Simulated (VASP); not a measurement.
Tb3YPb: single point with PBE

Tb3YPb:

```xyz
5
Lattice="4.3933 0.0000 0.0000 0.0000 4.3933 0.0000 0.0000 0.0000 8.0299" Properties=species:S:1:pos:R:3 pbc="T T T"
Tb    0.0000    2.1967    5.3788
Tb    0.0000    0.0000    2.6709
Tb    2.1967    0.0000    5.3788
Y     2.1967    2.1967    0.8149
Pb    0.0000    0.0000    7.7286
```

| Property | Result |
| --- | --- |
| Program | VASP 6.6.1 |
| Task | single point |
| Functional | PBE |
| Potentials or basis | VASP PAW PBE potentials, release 64 (Tb_3, Y_sv, Pb_d), 4f in core |
| Cutoff | 500 eV |
| k mesh | 8 × 8 × 4 |
| Occupations | gaussian, width 0.1 eV |
| Spin | no spin polarisation |

```json
{"Pressure": "2.3 GPa", "Largest force": "0.024 eV/Å", "Band gap on the k mesh": "zero (bands 26 and 27 overlap by 0.57 eV)"}
```

Forces on the atoms (eV/Å):
```
Tb   0.000  0.000  0.005
Tb   0.000  0.000 -0.024
Tb   0.000  0.000  0.005
Y    0.000  0.000 -0.006
Pb   0.000  0.000  0.020
```

Levels at points of the mesh, in eV from the Fermi level:
| k point | band 22 | band 23 | band 24 | band 25 | band 26 | band 27 | band 28 | band 29 | band 30 | band 31 |
| --- | --- | --- | --- | --- | --- | --- | --- | --- | --- | --- |
| (0.00, 0.00, 0.00) | -1.81 | -0.79 | -0.79 | -0.73 | -0.62 | -0.46 | 1.44 | 1.44 | 1.73 | 1.75 |
| (0.50, 0.00, 0.00) | -1.23 | -1.14 | -0.88 | -0.20 | -0.18 | 0.69 | 0.82 | 1.36 | 1.54 | 1.78 |
| (0.50, 0.50, 0.00) | -2.27 | -1.18 | -0.54 | -0.51 | -0.51 | 0.39 | 0.39 | 0.73 | 1.06 | 1.06 |
| (0.00, 0.00, 0.50) | -1.87 | -0.57 | -0.53 | -0.53 | -0.46 | -0.31 | 0.94 | 0.94 | 1.15 | 1.26 |
| (0.50, 0.00, 0.50) | -1.16 | -0.82 | -0.68 | -0.34 | 0.09 | 0.84 | 0.93 | 0.99 | 1.90 | 2.07 |
| (0.50, 0.50, 0.50) | -1.63 | -1.56 | -0.37 | -0.18 | -0.18 | 0.23 | 0.23 | 0.50 | 1.26 | 1.26 |

Wall time 3.2 min on 1 thread of Intel(R) Xeon(R) Platinum 8488C (Sapphire Rapids) (shared host), peak memory 0.41 GiB.

Caveat: spin-orbit coupling is left out, which moves the levels of the heavy elements; the 4f electrons are frozen in the core, so they carry no moment and show no levels. Spin polarisation is off, so any magnetic state and its effect on volume and gap are missing.
